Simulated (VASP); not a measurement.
A run of VASP 6.6.1 is set up as follows.

File INCAR:

```
ALGO = Normal ; EDIFF = 1E-7
EDIFFG = -0.01 ; ENCUT = 600
GGA = PE ; IBRION = 2
ISIF = 3 ; ISMEAR = 0
LASPH = True ; LCHARG = False
LREAL = False ; LWAVE = False
NELM = 60 ; NSW = 100
PREC = Accurate ; SIGMA = 0.02
```

The input KPOINTS:

```
k-points
0
Gamma
  12 12 4
```

Contents of POSCAR:

```
MgH2
1.0
    3.0197118711      0.0000000000      0.0000000000
   -1.5098559356      2.6151471925      0.0000000000
    0.0000000000      0.0000000000     10.1181563467
Mg H
2 4
Direct
    0.3333333333      0.6666666667      0.3749561381
    0.6666666667      0.3333333333      0.8749561381
    0.3333333333      0.6666666667      0.9670491290
    0.6666666667      0.3333333333      0.4670491290
    0.0000000000      0.0000000000      0.2829947329
    0.0000000000      0.0000000000      0.7829947329
```

Potentials or basis: VASP PAW PBE potentials, release 64 (Mg, H).

Launch:

```console
$ cat potpaw_PBE.64/Mg/POTCAR potpaw_PBE.64/H/POTCAR > POTCAR
$ mpirun -np 1 vasp_std > vasp.out
```

What does it give for the relaxed cell?

a = 3.018 Å, b = 3.018 Å, c = 10.117 Å, α = 90.00°, β = 90.00°, γ = 120.00°.

Estimate the space group after relaxing (to 0.1 Å).

P6_3mc (No. 186).

Estimate the band gap on the k mesh.

4.44 eV (least direct gap 4.70 eV).

Final structure:
```cif
data_structure
_symmetry_space_group_name_H-M 'P 1'
_symmetry_Int_Tables_number 1
_cell_length_a 3.0175
_cell_length_b 3.0175
_cell_length_c 10.1171
_cell_angle_alpha 90.000
_cell_angle_beta 90.000
_cell_angle_gamma 120.000
_cell_volume 79.78
loop_
_atom_site_label
_atom_site_type_symbol
_atom_site_fract_x
_atom_site_fract_y
_atom_site_fract_z
_atom_site_occupancy
Mg1 Mg 0.33333 0.66667 0.37496 1
Mg2 Mg 0.66667 0.33333 0.87496 1
H1 H 0.33333 0.66667 0.96703 1
H2 H 0.66667 0.33333 0.46703 1
H3 H 0.00000 0.00000 0.28301 1
H4 H 0.00000 0.00000 0.78301 1
```

A k mesh can miss the band edges.
